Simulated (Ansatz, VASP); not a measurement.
**One calculation of MoS3, two programs**

```
Mo S
1.0
     4.92312    0.00000    0.00000
     0.00000    4.92312    0.00000
     0.00000    0.00000    4.92312
Mo S
2 6
Direct
  0.00000 0.00000 0.00000
  0.50000 0.50000 0.50000
  0.25000 0.00000 0.50000
  0.50000 0.75000 0.00000
  0.75000 0.00000 0.50000
  0.50000 0.25000 0.00000
  0.00000 0.50000 0.75000
  0.00000 0.50000 0.25000
```

Change from the starting cell: species swapped into the GaMo3 type (Pm-3n, No. 223).

Alike in both runs: task relaxation of cell and atoms; functional PBE; k mesh 8 × 8 × 8; occupations gaussian, width 0.1 eV; no spin polarisation.

|  | VASP | Ansatz |
| --- | --- | --- |
| version | VASP 6.6.1 | Ansatz 0.2.0 |
| potentials or method | VASP PAW PBE potentials, release 64 (Mo_sv, S), cutoff 600 eV | scalar-relativistic, plane waves, PAW |
| valence electrons in the cell | 64 | 64 |

Ansatz gave:

```
gap on the k mesh at the Fermi level, each at its own relaxed structure (eV) : none
relaxed volume (Å³/atom)                                                     : 14.93
relaxed length of the cell vector where the two differ most in proportion (Å)              : 4.925
```

Question: What did VASP give for the same quantities?

Answer: gap on the k mesh at the Fermi level, each at its own relaxed structure (eV): none; relaxed volume (Å³/atom): 14.92; relaxed length of the cell vector where the two differ most in proportion (Å): 4.923.

A gap of «none» marks a metal or a gap that the smearing closes.

Noted on VASP's run: the relaxation stopped at its first step, so nothing moved.
